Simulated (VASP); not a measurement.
# AlSi16 (a cell with a defect) in VASP: notebook, part 2 of 2

VASP 6.6.1.

## Step 3: Single point, PBE, collinear spin, ferromagnetic start

INCAR reads:

```
SYSTEM = AlSi16
ALGO = Normal ; EDIFF = 1E-6
ENCUT = 520 ; GGA = PE
ISIF = 2 ; ISMEAR = 0
ISPIN = 2 ; LASPH = .TRUE.
LCHARG = .FALSE. ; LORBIT = 11
LREAL = Auto ; LWAVE = .FALSE.
MAGMOM = 0 0 0 0 0 0 0 0 0 0 0 0 0 0 0 0 1 ; NBANDS = 52
NELM = 150 ; PREC = Accurate
SIGMA = 0.05
```

KPOINTS reads:

```
k-points
0
G
  2 2 2
  0 0 0
```

POSCAR reads:

```
AlSi16
1.0
    0.0000000000      5.4300000000      5.4300000000
    5.4300000000      0.0000000000      5.4300000000
    5.4300000000      5.4300000000      0.0000000000
Si Al
16 1
Direct
   -0.0040185143      0.0015509399      0.0014077270
    0.1263411737      0.1238577667      0.1237149387
    0.0043763924     -0.0128916843      0.5044466941
    0.1263624540      0.1239107799      0.6264326547
    0.0043945929      0.5045957642     -0.0130742740
    0.1263590439      0.6265700865      0.1237728382
    0.0044745631      0.5046800659      0.5045469091
    0.1250279547      0.6253170854      0.6251344254
    0.5013346038      0.0015290669      0.0013997273
    0.6249944162      0.1252099604      0.1250676737
    0.5013363722      0.0015573846      0.4960529489
    0.6236430966      0.1238685388      0.6264069580
    0.5013411531      0.4961965366      0.0014190643
    0.6236562492      0.6265360322      0.1237389513
    0.4868180576      0.5046088590      0.5044780693
    0.6236932732      0.6265732828      0.6264325287
    0.8750297178      0.3753218343      0.3751369653
```

Potentials or basis: VASP PAW PBE potentials, release 64 (Si, Al).

Started as:

```bash
$ cat potpaw_PBE.64/Si/POTCAR potpaw_PBE.64/Al/POTCAR > POTCAR
$ mpirun -np 1 vasp_std > vasp.out
```

OUTCAR:

```text
SYSTEM = AlSi16
   EDIFF = 1E-6
   ENCUT = 520
   GGA = PE
   ISIF = 2
   ISMEAR = 0
   ISPIN = 2
   LASPH = .TRUE.
   LORBIT = 11
   LREAL = Auto
   NELM = 150
   PREC = Accurate

 ion  position               nearest neighbor table
   1  0.996  0.002  0.001-  10 2.33   2 2.35   4 2.35   6 2.35
   2  0.126  0.124  0.124-   1 2.35   9 2.35   3 2.39   5 2.39  17 2.73
   3  0.004  0.987  0.504-   8 2.27   2 2.39  12 2.39   4 2.39  17 2.43
   4  0.126  0.124  0.626-  11 2.35   1 2.35   3 2.39   7 2.39  17 2.73
   5  0.004  0.505  0.987-   8 2.27   2 2.39  14 2.39   6 2.39  17 2.43
   6  0.126  0.627  0.124-   1 2.35  13 2.35   7 2.39   5 2.39  17 2.73
   7  0.004  0.505  0.505-   8 2.27   4 2.39   6 2.39  16 2.39  17 2.43
   8  0.125  0.625  0.625-   7 2.27  15 2.27   3 2.27   5 2.27
   9  0.501  0.002  0.001-  10 2.33  12 2.35  14 2.35   2 2.35
  10  0.625  0.125  0.125-  11 2.33  13 2.33   1 2.33   9 2.33
  11  0.501  0.002  0.496-  10 2.33  12 2.35   4 2.35  16 2.35
  12  0.624  0.124  0.626-  11 2.35   9 2.35   3 2.39  15 2.39  17 2.73
  13  0.501  0.496  0.001-  10 2.33  14 2.35   6 2.35  16 2.35
[... 1008 lines left out ...]
  external PRESSURE =      53.9641031 kB  Pullay stress =       0.0000000 kB

 VOLUME and BASIS-vectors are now :
 -----------------------------------------------------------------------------
  energy-cutoff  :      520.00
  volume of cell :      320.21
      direct lattice vectors                 reciprocal lattice vectors
     0.000000000  5.430000000  5.430000000    -0.092081031  0.092081031  0.092081031
     5.430000000  0.000000000  5.430000000     0.092081031 -0.092081031  0.092081031
     5.430000000  5.430000000  0.000000000     0.092081031  0.092081031 -0.092081031

 POSITION                                       TOTAL-FORCE (eV/Angst)
 -----------------------------------------------------------------------------------
      0.01607      5.41582      5.41660        -0.011569      0.011728      0.011298
      1.34432      1.35780      1.35858        -0.011607      0.000766      0.000513
      8.09914      2.76291      5.38376         0.001140     -0.000577      0.001323
      4.07436      4.08768      1.35898        -0.001257      0.011833     -0.001222
      8.09896      5.38287      2.76382         0.001728      0.001150      0.000261
      4.07436      1.35822      4.08841        -0.001648     -0.000907      0.013239
[... 9 lines left out ...]
      6.80382      6.78818      6.78895         0.013371     -0.000893     -0.001597
      4.07499      6.78841      6.78941         0.000622      0.001086      0.000545
 -----------------------------------------------------------------------------------
    total drift:                               -0.000516     -0.001505     -0.000514

  FREE ENERGIE OF THE ION-ELECTRON SYSTEM (eV)
  ---------------------------------------------------
  free  energy   TOTEN  =       -86.6970447992 eV

  energy  without entropy=      -86.6899976852  energy(sigma->0) =      -86.69352124

 total charge

# of ion       s       p       d       tot
------------------------------------------
    1        0.746   0.949   0.000   1.696
    2        0.743   0.929   0.000   1.672
    3        0.758   0.950   0.000   1.708
    4        0.743   0.929   0.000   1.672
    5        0.758   0.950   0.000   1.708
    6        0.743   0.929   0.000   1.672
[... 9 lines left out ...]
   16        0.743   0.929   0.000   1.672
   17        0.507   0.335   0.000   0.843
--------------------------------------------------
tot         12.479  15.471   0.000  27.950

 magnetization (x)

# of ion       s       p       d       tot
------------------------------------------
    1       -0.000   0.000   0.000   0.000
    2        0.000  -0.000   0.000   0.000
    3        0.000   0.000   0.000   0.000
    4        0.000  -0.000   0.000   0.000
    5        0.000   0.000   0.000   0.000
    6        0.000  -0.000   0.000   0.000
[... 9 lines left out ...]
   16        0.000  -0.000   0.000   0.000
   17       -0.000  -0.000   0.000  -0.000
--------------------------------------------------
tot          0.001   0.000   0.000   0.001
```

stdout:

```text
POSCAR found type information on POSCAR SiAl
 POSCAR found :  2 types and      17 ions
 scaLAPACK will be used
 LDA part: xc-table for (Slater+PW92), standard interpolation
 POSCAR, INCAR and KPOINTS ok, starting setup
 FFT: planning ... GRIDC
 FFT: planning ... GRID_SOFT
 FFT: planning ... GRID
 WAVECAR not read
 entering main loop
```

Run time: 16 min. Hardware: 1 thread of Oxide Virtual Turin-like, shared host; peak memory 0.67 GiB.

Results:

| Item | Value |
| --- | --- |
| Free energy | -86.6970 eV |
| Pressure | 5.4 GPa |
| Largest force | 0.021 eV/Å |
| Net moment | 0.01 μB per cell |
| Valence electrons inside the program's atomic spheres | Si 1.70, 1.67, 1.71, 1.75; Al 0.84 |

Forces in eV/Å, atoms in the order of the input:
```
Si  -0.012  0.012  0.011
Si  -0.012  0.001  0.001
Si   0.001 -0.001  0.001
Si  -0.001  0.012 -0.001
Si   0.002  0.001  0.000
Si  -0.002 -0.001  0.013
Si  -0.001 -0.001 -0.001
Si  -0.002  0.000 -0.001
Si  -0.011 -0.011 -0.011
Si  -0.002 -0.001 -0.002
Si   0.012  0.012 -0.012
Si   0.000  0.001 -0.012
Si   0.012 -0.012  0.012
Si   0.000 -0.013  0.000
Si   0.001  0.001  0.002
Si   0.013 -0.001 -0.002
Al   0.001  0.001  0.001
```

Caveat: the k points lie up to 0.50 Å⁻¹ apart.

## Step 4: Single point, PBE, collinear spin, ferromagnetic start

INCAR reads:

```
ALGO = Normal ; EDIFF = 1E-6
ENCUT = 520 ; GGA = PE
ISIF = 2 ; ISMEAR = 0
ISPIN = 2 ; LASPH = True
LCHARG = True ; LELF = True
LORBIT = 11 ; LREAL = Auto
LVHAR = True ; LWAVE = False
MAGMOM = 0 0 0 0 0 0 0 0 0 0 0 0 0 0 0 0 1 ; NBANDS = 52
NELM = 150 ; PREC = Accurate
SIGMA = 0.05
```

KPOINTS reads:

```
k-points
0
Gamma
  2 2 2
```

POSCAR reads:

```
AlSi16
1.0
    0.0000000000      5.4300000000      5.4300000000
    5.4300000000      0.0000000000      5.4300000000
    5.4300000000      5.4300000000      0.0000000000
Si Al
16 1
Direct
   -0.0006949191      0.0001342939     -0.0000651739
    0.1200934129      0.1205713319      0.1204683388
   -0.0017042044     -0.0013108180      0.5012268367
    0.1201963212      0.1206934033      0.6381637937
   -0.0017244113      0.5013590872     -0.0013971497
    0.1201686954      0.6383670372      0.1205541316
   -0.0016438329      0.5014627286      0.5013045077
    0.1286226561      0.6237617266      0.6236708570
    0.5008040759     -0.0012889195     -0.0013541664
    0.6375220664      0.1207754651      0.1206642579
    0.5009225377     -0.0012233528      0.5013998882
    0.6233497543      0.1290079384      0.6237108138
    0.5008896755      0.5015243991     -0.0013018752
    0.6233351486      0.6237861720      0.1289391718
    0.4996590351      0.5000831565      0.4999993723
    0.6233745491      0.6237759731      0.6237084643
    1.2493192695      0.2501387774      0.2499517315
```

Potentials or basis: VASP PAW PBE potentials, release 64 (Si, Al).

Started as:

```bash
$ cat potpaw_PBE.64/Si/POTCAR potpaw_PBE.64/Al/POTCAR > POTCAR
$ mpirun -np 1 vasp_std > vasp.out
```

OUTCAR:

```text
EDIFF = 1E-6
   ENCUT = 520
   GGA = PE
   ISIF = 2
   ISMEAR = 0
   ISPIN = 2
   LASPH = True
   LORBIT = 11
   LREAL = Auto
   NELM = 150
   PREC = Accurate

 ion  position               nearest neighbor table
   1  0.999  0.000  1.000-   2 2.27   6 2.27   4 2.27  10 2.27
   2  0.120  0.121  0.120-   1 2.27   9 2.39   3 2.39   5 2.39  17 2.43
   3  0.998  0.999  0.501-   8 2.35  12 2.35   2 2.39   4 2.39  17 2.73
   4  0.120  0.121  0.638-   1 2.27  11 2.39   7 2.39   3 2.39  17 2.43
   5  0.998  0.501  0.999-   8 2.35  14 2.35   2 2.39   6 2.39  17 2.73
   6  0.120  0.638  0.121-   1 2.27  13 2.39   7 2.39   5 2.39  17 2.43
   7  0.998  0.501  0.501-   8 2.35  16 2.35   6 2.39   4 2.39  17 2.73
   8  0.129  0.624  0.624-  15 2.33   3 2.35   7 2.35   5 2.35
   9  0.501  0.999  0.999-  14 2.35  12 2.35   2 2.39  10 2.39  17 2.73
  10  0.638  0.121  0.121-   1 2.27  11 2.39  13 2.39   9 2.39  17 2.43
  11  0.501  0.999  0.501-  12 2.35  16 2.35   4 2.39  10 2.39  17 2.73
  12  0.623  0.129  0.624-  15 2.33   9 2.35   3 2.35  11 2.35
  13  0.501  0.502  0.999-  14 2.35  16 2.35   6 2.39  10 2.39  17 2.73
  14  0.623  0.624  0.129-  15 2.33   9 2.35   5 2.35  13 2.35
  15  0.500  0.500  0.500-   8 2.33  14 2.33  12 2.33  16 2.33
  16  0.623  0.624  0.624-  15 2.33   7 2.35  13 2.35  11 2.35
  17  0.249  0.250  0.250-  10 2.43   4 2.43   6 2.43   2 2.43   5 2.73   3 2.73   7 2.73   9 2.73
                            13 2.73  11 2.73

[... 1009 lines left out ...]
     0.000000000  5.430000000  5.430000000    -0.092081031  0.092081031  0.092081031
     5.430000000  0.000000000  5.430000000     0.092081031 -0.092081031  0.092081031
     5.430000000  5.430000000  0.000000000     0.092081031  0.092081031 -0.092081031

 POSITION                                       TOTAL-FORCE (eV/Angst)
 -----------------------------------------------------------------------------------
      5.43038     10.85587      5.42696        -0.000289      0.001244      0.001160
      1.30885      1.30625      1.30681         0.004253      0.002306      0.002803
      8.14454      8.14241     10.84363         0.004570      0.002742     -0.011663
      4.12059      4.11790      1.30803        -0.001947     -0.002756      0.000227
      8.14479     10.84305      8.14302         0.003339     -0.011543      0.003222
      4.12094      1.30712      4.11885        -0.002477      0.000067     -0.003014
[... 9 lines left out ...]
      6.77384      6.77166      6.77203         0.006470      0.003883      0.005097
      2.71549      2.71104      2.71206        -0.000706     -0.000529     -0.000862
 -----------------------------------------------------------------------------------
    total drift:                                0.000554      0.005728      0.005517

  FREE ENERGIE OF THE ION-ELECTRON SYSTEM (eV)
  ---------------------------------------------------
  free  energy   TOTEN  =       -86.6968876027 eV

  energy  without entropy=      -86.6898403668  energy(sigma->0) =      -86.69336398

 total charge

# of ion       s       p       d       tot
------------------------------------------
    1        0.762   0.992   0.000   1.754
    2        0.758   0.950   0.000   1.708
    3        0.743   0.929   0.000   1.672
    4        0.758   0.950   0.000   1.708
    5        0.743   0.929   0.000   1.672
    6        0.758   0.950   0.000   1.708
[... 9 lines left out ...]
   16        0.746   0.949   0.000   1.695
   17        0.507   0.335   0.000   0.843
--------------------------------------------------
tot         12.479  15.471   0.000  27.950

 magnetization (x)

# of ion       s       p       d       tot
------------------------------------------
    1       -0.000  -0.000   0.000  -0.000
    2        0.000   0.000   0.000   0.000
    3        0.000  -0.000   0.000   0.000
    4        0.000   0.000   0.000   0.000
    5        0.000  -0.000   0.000   0.000
    6        0.000   0.000   0.000   0.000
[... 9 lines left out ...]
   16       -0.000   0.000   0.000   0.000
   17       -0.000  -0.000   0.000  -0.000
--------------------------------------------------
tot          0.001   0.000   0.000   0.001
```

OSZICAR:

```text
N       E                     dE             d eps       ncg     rms          rms(c)
DAV:   1     0.152253836082E+03    0.15225E+03   -0.25474E+04  1664   0.106E+03
DAV:   2    -0.747060081703E+02   -0.22696E+03   -0.21234E+03  2048   0.160E+02
DAV:   3    -0.880114940726E+02   -0.13305E+02   -0.13023E+02  2164   0.342E+01
DAV:   4    -0.882625021345E+02   -0.25101E+00   -0.25010E+00  2096   0.585E+00
DAV:   5    -0.882686229577E+02   -0.61208E-02   -0.61173E-02  2080   0.870E-01    0.145E+01
DAV:   6    -0.871511754549E+02    0.11174E+01   -0.94080E-01  1964   0.288E+00    0.878E+00
DAV:   7    -0.866827692308E+02    0.46841E+00   -0.12080E+00  1992   0.313E+00    0.121E+00
DAV:   8    -0.866951812706E+02   -0.12412E-01   -0.91016E-02  1976   0.105E+00    0.794E-01
DAV:   9    -0.866948265938E+02    0.35468E-03   -0.57386E-03  2016   0.262E-01    0.355E-01
DAV:  10    -0.866960905237E+02   -0.12639E-02   -0.21202E-03  2004   0.140E-01    0.162E-01
DAV:  11    -0.866967525336E+02   -0.66201E-03   -0.75472E-04  1896   0.978E-02    0.666E-02
DAV:  12    -0.866968550730E+02   -0.10254E-03   -0.10583E-04  2056   0.420E-02    0.360E-02
DAV:  13    -0.866968833383E+02   -0.28265E-04   -0.32416E-05  1908   0.206E-02    0.918E-03
DAV:  14    -0.866968866900E+02   -0.33517E-05   -0.48937E-06  2088   0.832E-03    0.451E-03
DAV:  15    -0.866968876027E+02   -0.91268E-06   -0.65721E-07  1156   0.338E-03
   1 F= -.86696888E+02 E0= -.86693364E+02  d E =-.704724E-02  mag=     0.0072
```

Wall time 12 min (1 thread of Oxide Virtual Turin-like, shared host); peak memory 0.67 GiB.

Results:

```yaml
Free_energy: -86.6969 eV
Pressure: 5.4 GPa
Largest_force: 0.014 eV/Å
Net_moment: 0.01 μB per cell
Valence_electrons_inside_the_program's_atomic_spheres: Si 1.75, 1.71, 1.67, 1.70; Al 0.84
```

Forces in eV/Å, atoms in the order of the input:
```
Si   0.000  0.001  0.001
Si   0.004  0.002  0.003
Si   0.005  0.003 -0.012
Si  -0.002 -0.003  0.000
Si   0.003 -0.012  0.003
Si  -0.002  0.000 -0.003
Si   0.013 -0.002 -0.003
Si   0.004 -0.008 -0.007
Si  -0.011  0.003  0.005
Si   0.002 -0.001 -0.001
Si  -0.003  0.013 -0.001
Si  -0.007  0.002 -0.007
Si  -0.005  0.000  0.012
Si  -0.007 -0.007  0.003
Si   0.001  0.005  0.003
Si   0.006  0.004  0.005
Al  -0.001 -0.001 -0.001
```

Levels at points of the mesh, in eV from the Fermi level:
Spin up:
| k point | band 29 | band 30 | band 31 | band 32 | band 33 | band 34 | band 35 | band 36 | band 37 | band 38 |
| --- | --- | --- | --- | --- | --- | --- | --- | --- | --- | --- |
| (0.00, 0.00, 0.00) | -1.75 | -1.75 | -0.75 | -0.75 | -0.75 | -0.22 | -0.22 | -0.22 | 0.00 | 0.00 |
| (0.50, 0.00, 0.00) | -1.58 | -1.58 | -1.41 | -1.41 | -0.61 | 0.22 | 0.54 | 0.54 | 0.87 | 0.87 |
| (0.00, 0.50, 0.00) | -1.58 | -1.58 | -1.41 | -1.41 | -0.61 | 0.23 | 0.54 | 0.54 | 0.87 | 0.87 |
| (0.00, 0.00, 0.50) | -1.58 | -1.58 | -1.41 | -1.41 | -0.61 | 0.23 | 0.54 | 0.54 | 0.87 | 0.87 |
| (0.50, 0.50, 0.50) | -1.58 | -1.58 | -1.41 | -1.41 | -0.61 | 0.23 | 0.54 | 0.54 | 0.87 | 0.87 |
| (0.50, 0.50, 0.00) | -2.15 | -2.03 | -2.03 | -1.90 | -0.26 | 0.19 | 1.08 | 1.40 | 1.40 | 1.45 |
| (0.00, 0.50, 0.50) | -2.15 | -2.03 | -2.03 | -1.90 | -0.26 | 0.19 | 1.08 | 1.40 | 1.40 | 1.45 |
| (0.50, 0.00, 0.50) | -2.15 | -2.03 | -2.03 | -1.90 | -0.26 | 0.19 | 1.08 | 1.40 | 1.40 | 1.45 |
Spin down:
```
           k point  band 29  band 30  band 31  band 32  band 33  band 34  band 35  band 36  band 37  band 38
(0.00, 0.00, 0.00)    -1.75    -1.75    -0.75    -0.75    -0.75    -0.22    -0.22    -0.22     0.00     0.00
(0.50, 0.00, 0.00)    -1.58    -1.58    -1.41    -1.41    -0.61     0.23     0.54     0.54     0.87     0.87
(0.00, 0.50, 0.00)    -1.58    -1.58    -1.41    -1.41    -0.61     0.23     0.54     0.54     0.87     0.87
(0.00, 0.00, 0.50)    -1.58    -1.58    -1.41    -1.41    -0.61     0.23     0.54     0.54     0.87     0.87
(0.50, 0.50, 0.50)    -1.58    -1.58    -1.41    -1.41    -0.61     0.23     0.54     0.54     0.87     0.87
(0.50, 0.50, 0.00)    -2.15    -2.03    -2.03    -1.90    -0.26     0.19     1.09     1.40     1.40     1.45
(0.00, 0.50, 0.50)    -2.15    -2.03    -2.03    -1.90    -0.26     0.19     1.09     1.40     1.40     1.45
(0.50, 0.00, 0.50)    -2.15    -2.03    -2.03    -1.90    -0.26     0.19     1.09     1.40     1.40     1.45
```

Caveat: the k points lie up to 0.50 Å⁻¹ apart.
